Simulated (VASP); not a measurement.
# V (I4/mmm) in VASP: further runs

Runs on V. Level: PBEsol. Tasks: single point.

Everything below comes from runs of VASP 6.6.1. Logs are shortened: lines on timing, memory, paths and dates and some standing lists are left out, and cuts for length are marked.

## 1. The cell of the first run

The structure is tetragonal, space group I4/mmm (No. 139). Conventional cell: a = 2.935 Å, b = 2.935 Å, c = 2.981 Å, α = 90.00°, β = 90.00°, γ = 90.00°. Within 3.4 Å of V (site symmetry 4/mmm) lie 14 V at 2.56 to 2.98 Å.

## 2. Single point, PBEsol (strain -0.030 along x and y, -0.015 along z)

INCAR reads:

```
  ALGO = Normal
  EDIFF = 1E-6
  ENCUT = 520
  GGA = PS
  ISIF = 2
  ISMEAR = 0
  LASPH = True
  LCHARG = False
  LREAL = False
  LWAVE = False
  NBANDS = 12
  NELM = 100
  PREC = Accurate
  SIGMA = 0.15
```

KPOINTS reads:

```
k-points
0
Gamma
  22 22 22
```

POSCAR reads:

```
V
1.0
   -1.4676100000      1.4676100000      1.4903050000
    1.4676100000     -1.4676100000      1.4903050000
    1.4676100000      1.4676100000     -1.4903050000
V
1
Direct
    0.0000000000      0.0000000000      0.0000000000
```

Potentials or basis: VASP PAW PBE potentials, release 64 (V_sv).

On the command line:

```
> cat potpaw_PBE.64/V_sv/POTCAR > POTCAR
> mpirun -np 1 vasp_std > vasp.out
```

OUTCAR:

```text
EDIFF = 1E-6
   ENCUT = 520
   GGA = PS
   ISIF = 2
   ISMEAR = 0
   LASPH = True
   LREAL = False
   NELM = 100
   PREC = Accurate

 ion  position               nearest neighbor table
   1  0.000  0.000  0.000-

  LATTYP: Found a body centered tetragonal cell.
 ALAT       =     2.9352200000
 C/A-ratio  =     1.0154639175

  Lattice vectors:

 A1 = (  -1.4676100000,   1.4676100000,   1.4903050000)
 A2 = (   1.4676100000,  -1.4676100000,   1.4903050000)
 A3 = (   1.4676100000,   1.4676100000,  -1.4903050000)

Analysis of symmetry for initial positions (statically):
=====================================================================
 Subroutine PRICEL returns:
 Original cell was already a primitive cell.

 Routine SETGRP: Setting up the symmetry group for a
 body centered tetragonal supercell.

 Subroutine GETGRP returns: Found 16 space group operations
 (whereof 16 operations were pure point group operations)
 out of a pool of 16 trial point group operations.

The static configuration has the point symmetry D_4h.

Analysis of symmetry for dynamics (positions and initial velocities):
=====================================================================
 Subroutine PRICEL returns:
 Original cell was already a primitive cell.

 Routine SETGRP: Setting up the symmetry group for a
 body centered tetragonal supercell.

 Subroutine GETGRP returns: Found 16 space group operations
 (whereof 16 operations were pure point group operations)
 out of a pool of 16 trial point group operations.

The dynamic configuration has the point symmetry D_4h.

 Subroutine INISYM returns: Found 16 space group operations
 (whereof 16 operations are pure point group operations),
 and found     1 'primitive' translations

----------------------------------------------------------------------------------------

                                     Primitive cell

  volume of cell :      12.8397

  direct lattice vectors                    reciprocal lattice vectors
    -1.467610000  1.467610000  1.490305000     0.000000000  0.340689965  0.335501793
     1.467610000 -1.467610000  1.490305000     0.340689965  0.000000000  0.335501793
     1.467610000  1.467610000 -1.490305000     0.340689965  0.340689965  0.000000000

  length of vectors
     2.555145244  2.555145244  2.555145244     0.478153852  0.478153852  0.481808370

  position of ions in fractional coordinates (direct lattice)
     0.000000000  0.000000000  0.000000000

  ion indices of the primitive-cell ions
   primitive index   ion index
                 1           1

----------------------------------------------------------------------------------------

 KPOINTS: k-points

Automatic generation of k-mesh.
 Grid dimensions read from file:
 generate k-points for:   22   22   22

 Generating k-lattice:

  Cartesian coordinates                     Fractional coordinates (reciprocal lattice)
     0.000000000  0.015485908  0.015250082     0.045454545  0.000000000  0.000000000
     0.015485908  0.000000000  0.015250082     0.000000000  0.045454545  0.000000000
     0.015485908  0.015485908  0.000000000     0.000000000  0.000000000  0.045454545

  Length of vectors
     0.021734266  0.021734266  0.021900380

  Shift w.r.t. Gamma in fractional coordinates (k-lattice)
     0.000000000  0.000000000  0.000000000

 Subroutine IBZKPT returns following result:
 ===========================================

 Found    834 irreducible k-points:

 Following reciprocal coordinates:
            Coordinates               Weight
  0.000000  0.000000  0.000000      1.000000
  0.045455  0.000000  0.000000      8.000000
  0.090909  0.000000  0.000000      8.000000
  0.136364 -0.000000  0.000000      8.000000
  0.181818 -0.000000  0.000000      8.000000
  0.227273  0.000000  0.000000      8.000000
[... 16 lines left out ...]
  0.500000  0.045455  0.000000     16.000000
 -0.454545  0.045455  0.000000     16.000000
 [... further k-points ...]
   k-points           NKPTS =    834   k-points in BZ     NKDIM =    834   number of bands    NBANDS=     12
   number of dos      NEDOS =    301   number of ions     NIONS =      1
   total plane-waves  NPLWV =   8000
   dimension x,y,z NGX =    20 NGY =   20 NGZ =   20
   dimension x,y,z NGXF=    40 NGYF=   40 NGZF=   40
   ions per type =               1
   NGX,Y,Z   is equivalent  to a cutoff of  13.01, 13.01, 13.01 a.u.
   NGXF,Y,Z  is equivalent  to a cutoff of  26.03, 26.03, 26.03 a.u.
 SYSTEM =  unknown system
   PREC   = accura    normal or accurate (medium, high low for compatibility)
   ISTART =      0    job   : 0-new  1-cont  2-samecut
   ICHARG =      2    charge: 1-file 2-atom 10-const
   ISPIN  =      1    spin polarized calculation?
   LNONCOLLINEAR =      F non collinear calculations
   LSORBIT =      F    spin-orbit coupling
   LASPH  =      T    aspherical Exc in radial PAW
   ENCUT  =  520.0 eV  38.22 Ry    6.18 a.u.   4.75  4.75  4.75*2*pi/ulx,y,z
   NELM   =    100;   NELMIN=  2; NELMDL= -5     # of ELM steps
   EDIFF  = 0.1E-05   stopping-criterion for ELM
   LREAL  =      F    real-space projection
   EDIFFG = 0.1E-04   stopping-criterion for IOM
   NSW    =      0    number of steps for IOM
   IBRION =     -1    ionic relax: 0-MD 1-quasi-New 2-CG
   NFREE  =      0    steps in history (QN), initial steepest desc. (CG)
   ISIF   =      2    stress and relaxation
   ISYM   =      2    0-nonsym 1-usesym 2-fastsym
   POTIM  = 0.5000    time-step for ionic-motion
   TEBEG  =    0.0;   TEEND  =   0.0 temperature during run
   PSTRESS=    0.0 pullay stress
   NELECT =      13.0000    total number of electrons
   NUPDOWN=      -1.0000    fix difference up-down
   EMIN   =  10.00;   EMAX   =-10.00  energy-range for DOS
   EFERMI =   0.00;   METHOD = LEGACY
   ISMEAR =     0;   SIGMA  =   0.15  broadening in eV -4-tet -1-fermi 0-gaus
   EFERMI_NEDOS =   21; number of points for ismear=-14 and -15
   IALGO  =     38    algorithm
   IMIX   =      4    mixing-type and parameters
     AMIX     =   0.40;   BMIX     =  1.00
     AMIX_MAG =   1.60;   BMIX_MAG =  1.00
  volume/ion in A,a.u.               =      12.84        86.65
  Fermi-wavevector in a.u.,A,eV,Ry     =   1.643881  3.106485 36.767646  2.702346
  Thomas-Fermi vector in A             =   2.733941
   LORBIT       =      0    0 simple, 1 ext, 2 COOP (PROOUT), +10 PAW based schemes
   GGA     = PS    functional components
   LHFCALC =     F    Hartree Fock is set to
   AEXX    =    0.0000 exact exchange contribution
   IVDW    =     0    specifies the selected vdW correction
   LEPSILON=     F    determine dielectric tensor
   LRPA    =     F    only Hartree local field effects (RPA)
 non-spin polarized calculation
 Gauss-broadening in eV      SIGMA  =   0.15
  energy-cutoff  :      520.00
  volume of cell :       12.84
 maximum number of plane-waves:       370
   NGX =  9   NGY =  9   NGZ =  9

 number of electron      13.0000005 magnetization

 Free energy of the ion-electron system (eV)
  ---------------------------------------------------
  ext. energy  EPLUGINS =         0.00000000
  ---------------------------------------------------
  free energy    TOTEN  =        -9.64203070 eV

  energy without entropy =       -9.62256389  energy(sigma->0) =       -9.63229730

 E-fermi :  10.1785     XC(G=0): -13.3230

 val. band max:       10.1775879110   @ k =  -0.1364   0.2727   0.1364
 cond. band min:      10.1811293181   @ k =  -0.0455  -0.2273   0.0455
 fundamental gap:      0.0035414071
 Fermi energy:        10.1785085467

 k-point     1 :       0.0000    0.0000    0.0000
  band No.  band energies     occupation
      1     -53.2497      2.00000
      2     -26.5661      2.00000
      3     -26.5659      2.00000
      4     -26.5659      2.00000
      5       3.4720      2.00000
      6      10.5506      0.00045
      7      10.5506      0.00045
      8      10.6790      0.00000
      9      12.6449      0.00000
     10      12.7933      0.00000
     11      30.8155      0.00000
     12      31.1414      0.00000

 k-point     2 :       0.0455    0.0000    0.0000
  band No.  band energies     occupation
      1     -53.2449      2.00000
      2     -26.5886      2.00000
      3     -26.5727      2.00000
      4     -26.5662      2.00000
      5       3.5594      2.00000
      6      10.5438      0.00057
      7      10.5470      0.00051
      8      10.7082      0.00000
      9      12.6092      0.00000
     10      12.7839      0.00000
     11      30.7536      0.00000
     12      31.0770      0.00000

 k-point     3 :       0.0909    0.0000    0.0000
  band No.  band energies     occupation
      1     -53.2308      2.00000
      2     -26.6542      2.00000
      3     -26.5922      2.00000
      4     -26.5665      2.00000
      5       3.8167      2.00000
      6      10.4591      0.00816
      7      10.5151      0.00151
      8      10.8750      0.00000
      9      12.5053      0.00000
     10      12.7754      0.00000
     11      30.4383      0.00000
     12      30.9550      0.00000

 k-point     4 :       0.1364   -0.0000    0.0000
  band No.  band energies     occupation
      1     -53.2085      2.00000
      2     -26.7568      2.00000
      3     -26.6228      2.00000
      4     -26.5670      2.00000
      5       4.2275      2.00000
      6      10.2963      0.26688
      7      10.4435      0.01247
      8      11.1748      0.00000
      9      12.3806      0.00000
     10      12.7801      0.00000
     11      29.7744      0.00000
     12      30.7278      0.00000

 k-point     5 :       0.1818   -0.0000    0.0000
  band No.  band energies     occupation
      1     -53.1798      2.00000
      2     -26.8870      2.00000
      3     -26.6619      2.00000
      4     -26.5677      2.00000
      5       4.7617      2.00000
      6      10.0894      1.59902
      7      10.3177      0.18937
      8      11.5812      0.00000
      9      12.3025      0.00000
     10      12.7985      0.00000
     11      28.7891      0.00000
     12      30.2665      0.00000
[... 228 lines left out ...]
      1     -53.0173      2.00000
      2     -27.5741      2.00000
      3     -26.8806      2.00000
      4     -26.5800      2.00000
      5       6.8779      2.00000
      6       9.0661      2.00000
      7      11.3028      0.00000
      8      12.6605      0.00000
      9      13.1518      0.00000
     10      14.4640      0.00000
     11      21.6063      0.00000
     12      26.6692      0.00000

 k-point    22 :       0.4545    0.0455    0.0000
  band No.  band energies     occupation
      1     -53.0074      2.00000
      2     -27.6140      2.00000
      3     -26.8937      2.00000
      4     -26.5805      2.00000
      5       6.8776      2.00000
      6       9.0096      2.00000
      7      11.6654      0.00000
      8      12.6645      0.00000
      9      13.2220      0.00000
     10      14.6880      0.00000
     11      20.9886      0.00000
     12      26.4610      0.00000

 k-point    23 :       0.5000    0.0455    0.0000
  band No.  band energies     occupation
      1     -53.0073      2.00000
      2     -27.6144      2.00000
      3     -26.8936      2.00000
      4     -26.5807      2.00000
      5       6.8778      2.00000
      6       9.0090      2.00000
      7      11.6625      0.00000
      8      12.6720      0.00000
      9      13.2238      0.00000
     10      14.6867      0.00000
     11      20.9832      0.00000
     12      26.4608      0.00000

 k-point    24 :      -0.4545    0.0455    0.0000
  band No.  band energies     occupation
      1     -53.0170      2.00000
      2     -27.5750      2.00000
      3     -26.8804      2.00000
      4     -26.5806      2.00000
      5       6.8787      2.00000
      6       9.0643      2.00000
      7      11.3025      0.00000
      8      12.6634      0.00000
      9      13.1664      0.00000
     10      14.4600      0.00000
     11      21.5920      0.00000
     12      26.6690      0.00000

 [... further k-points ...]

------------------------ aborting loop because EDIFF is reached ----------------------------------------

  FORCE on cell =-STRESS in cart. coord.  units (eV):
  Direction    XX          YY          ZZ          XY          YZ          ZX
  --------------------------------------------------------------------------------------
  -------------------------------------------------------------------------------------
  Total        0.2157853      0.2157853      0.0398501      0.0000000      0.0000000      0.0000000
  in kB       26.9262594     26.9262594      4.9725941      0.0000000      0.0000000      0.0000000
  external PRESSURE =      19.6083710 kB  Pullay stress =       0.0000000 kB

 VOLUME and BASIS-vectors are now :
 -----------------------------------------------------------------------------
  energy-cutoff  :      520.00
  volume of cell :       12.84
      direct lattice vectors                 reciprocal lattice vectors
    -1.467610000  1.467610000  1.490305000     0.000000000  0.340689965  0.335501793
     1.467610000 -1.467610000  1.490305000     0.340689965  0.000000000  0.335501793
     1.467610000  1.467610000 -1.490305000     0.340689965  0.340689965  0.000000000

 POSITION                                       TOTAL-FORCE (eV/Angst)
 -----------------------------------------------------------------------------------
      0.00000      0.00000      0.00000         0.000000      0.000000      0.000000
 -----------------------------------------------------------------------------------
    total drift:                                0.000000     -0.000000      0.000000

  FREE ENERGIE OF THE ION-ELECTRON SYSTEM (eV)
  ---------------------------------------------------
  free  energy   TOTEN  =        -9.6420307008 eV

  energy  without entropy=       -9.6225638919  energy(sigma->0) =       -9.63229730
```

Wall time 2.2 min (1 thread of Intel Xeon 8259CL, shared host); peak memory 0.23 GiB.

Results:

```
Free energy            : -9.6420 eV
Pressure               : 2.0 GPa
Band gap on the k mesh : zero (an odd number of electrons rules out a gap without spin polarisation)
```

Levels at points of the mesh, in eV from the Fermi level:
```tsv
k point	band 5	band 6	band 7	band 8	band 9	band 10
(0.00, 0.00, 0.00)	-6.71	0.37	0.37	0.50	2.47	2.61
(0.50, 0.00, 0.00)	-3.36	-1.18	1.77	2.50	2.93	4.39
(0.50, 0.50, 0.00)	-3.37	-1.34	1.91	2.66	2.98	4.41
(0.50, 0.50, 0.50)	-3.27	-3.22	3.95	3.99	3.99	10.29
```

Caveat: the cell differs from its parent crystal (strain -0.030 along x and y, -0.015 along z); the PAW data sets were made with another functional, which shifts forces and pressure a little.

## 3. Single point, PBEsol (strain -0.030 along x and y, +0.000 along z)

INCAR reads:

```
SYSTEM = V
  PREC = Accurate
  ENCUT = 520
  EDIFF = 1E-7
  ISMEAR = 0
  SIGMA = 0.15
  LREAL = .FALSE.
  LASPH = .TRUE.
  NELM = 80
  ALGO = Normal
  ISIF = 2
  LWAVE = .FALSE.
  LCHARG = .FALSE.
  GGA = PS
  NBANDS = 12
```

KPOINTS reads:

```
regular mesh
0
G
  22 22 22
  0 0 0
```

POSCAR reads:

```
V
1.0
   -1.4676100000      1.4676100000      1.5130000000
    1.4676100000     -1.4676100000      1.5130000000
    1.4676100000      1.4676100000     -1.5130000000
V
1
Direct
    0.0000000000      0.0000000000      0.0000000000
```

Potentials or basis: VASP PAW PBE potentials, release 64 (V_sv).

On the command line:

```
> cat potpaw_PBE.64/V_sv/POTCAR > POTCAR
> mpirun -np 1 vasp_std > vasp.out
```

Run time: 2 min. Hardware: 1 thread of Intel Xeon 8259CL, shared host; peak memory 0.23 GiB.

The run converged. Its results:

| Item | Value |
| --- | --- |
| Free energy | -9.6401 eV |
| Pressure | -1.0 GPa |
| Band gap on the k mesh | zero (an odd number of electrons rules out a gap without spin polarisation) |

Stress tensor (GPa, compression positive):
```
 0.43  0.00  0.00
 0.00  0.43  0.00
 0.00  0.00 -3.76
```

Levels at points of the mesh, in eV from the Fermi level:
```
           k point  band 3  band 4  band 5  band 6  band 7  band 8  band 9  band 10  band 11  band 12
(0.00, 0.00, 0.00)  -36.79  -36.79   -6.68    0.33    0.33    0.58    2.35     2.63    20.32    20.95
(0.50, 0.00, 0.00)  -37.09  -36.79   -3.30   -1.10    1.67    2.37    2.89     4.29    10.50    16.25
(0.50, 0.50, 0.00)  -37.12  -36.82   -3.33   -1.40    1.93    2.70    2.97     4.34    10.76    15.89
(0.50, 0.50, 0.50)  -37.45  -37.45   -3.22   -3.12    3.85    3.92    3.92     9.81    10.82    10.82
```

Caveat: the cell differs from its parent crystal (strain -0.030 along x and y, +0.000 along z); the PAW data sets were made with another functional, which shifts forces and pressure a little.

## 4. Single point, PBEsol (strain -0.015 along x and y, -0.030 along z)

INCAR: that of step 3 with these lines changed.

```diff
@@ -8,4 +8,4 @@
   LASPH = .TRUE.
-  NELM = 80
-  ALGO = Normal
+  NELM = 60
+  ALGO = Fast
   ISIF = 2
```

KPOINTS reads:

```
Automatic mesh
0
G
  22 22 22
  0 0 0
```

POSCAR reads:

```
V
1.0
   -1.4903050000      1.4903050000      1.4676100000
    1.4903050000     -1.4903050000      1.4676100000
    1.4903050000      1.4903050000     -1.4676100000
V
1
Direct
    0.0000000000      0.0000000000      0.0000000000
```

On the command line:

```
> cat potpaw_PBE.64/V_sv/POTCAR > POTCAR
> mpirun -np 1 vasp_std > vasp.out
```

Wall time 2.7 min (1 thread of Intel Xeon 8259CL, shared host); peak memory 0.24 GiB.

The run converged. Its results:

- Free energy: -9.6427 eV
- Pressure: -1.1 GPa
- Band gap on the k mesh: zero (an odd number of electrons rules out a gap without spin polarisation)

Stress tensor (GPa, compression positive):
```
-1.73  0.00  0.00
 0.00 -1.73  0.00
 0.00  0.00  0.32
```

Levels at points of the mesh, in eV from the Fermi level:
```
           k point  band 3  band 4  band 5  band 6  band 7  band 8  band 9  band 10  band 11  band 12
(0.00, 0.00, 0.00)  -36.79  -36.79   -6.68    0.33    0.46    0.46    2.42     2.57    20.62    20.63
(0.50, 0.00, 0.00)  -37.11  -36.80   -3.31   -1.26    1.80    2.55    2.92     4.32    10.63    16.06
(0.50, 0.50, 0.00)  -37.09  -36.79   -3.30   -1.10    1.67    2.42    2.84     4.30    10.49    16.25
(0.50, 0.50, 0.50)  -37.48  -37.45   -3.19   -3.14    3.89    3.89    3.92    10.31    10.31    10.82
```

Caveat: the cell differs from its parent crystal (strain -0.015 along x and y, -0.030 along z); the PAW data sets were made with another functional, which shifts forces and pressure a little.

## 5. Overview

```csv
cell,gap on the mesh (eV),pressure (GPa)
"a = 2.555 Å, angles 109.9, 109.9, 108.6°, 1 atom",none,2.0
"a = 2.568 Å, angles 110.3, 110.3, 107.8°, 1 atom",none,-1.0
"a = 2.568 Å, angles 109.1, 109.1, 110.3°, 1 atom",none,-1.1
```

Alike in all rows: task single point; level PBEsol; potentials or basis VASP PAW PBE potentials, release 64 (V_sv); no spin polarisation; k mesh 22 × 22 × 22; cutoff (eV) 520; smearing gaussian 0.15 eV.

Caveats: the PAW data sets were made with another functional, which shifts forces and pressure a little.

Absolute energies hang on the potentials; compare differences alone.
